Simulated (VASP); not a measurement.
The system is TaAs.

```
Ta As
1.0
    -1.72181    1.72181    5.86794
     1.72181   -1.72181    5.86794
     1.72181    1.72181   -5.86794
Ta As
2 2
Direct
  0.49997 0.49997 0.00000
  0.24997 0.74997 0.50000
  0.08263 0.08263 0.00000
  0.83263 0.33263 0.50000
```

Base run:

| Item | Value |
| --- | --- |
| Program | VASP 6.6.1 |
| Functional | PBEsol |
| Potentials or basis | VASP PAW PBE potentials, release 64 (Ta_sv_GW, As_d) |
| Cutoff | 510 eV |
| k mesh | 11 × 11 × 11 |
| Occupations | fermi-dirac, width 0.05 eV |
| Spin | no spin polarisation |
| Hubbard terms | Ta d U = 2.0 eV |

Its results: band gap on the k mesh zero (bands 28 and 29 overlap by 0.02 eV); pressure -0.9 GPa; largest force 0.022 eV/Å.

The run is repeated on the same cell with these changes: hubbard terms from Ta d U = 2.0 eV to Ta d U = 4.0 eV. What comes out?

Band gap on the k mesh zero (filled and empty bands touch); pressure 2.5 GPa; largest force 0.022 eV/Å.

Caveats: the PAW data sets were made with another functional, which shifts forces and pressure a little; spin-orbit coupling is left out, which moves the levels of the heavy elements; U without spin polarisation on a metal has little footing; the U is typed as a test and isn't derived for this compound.
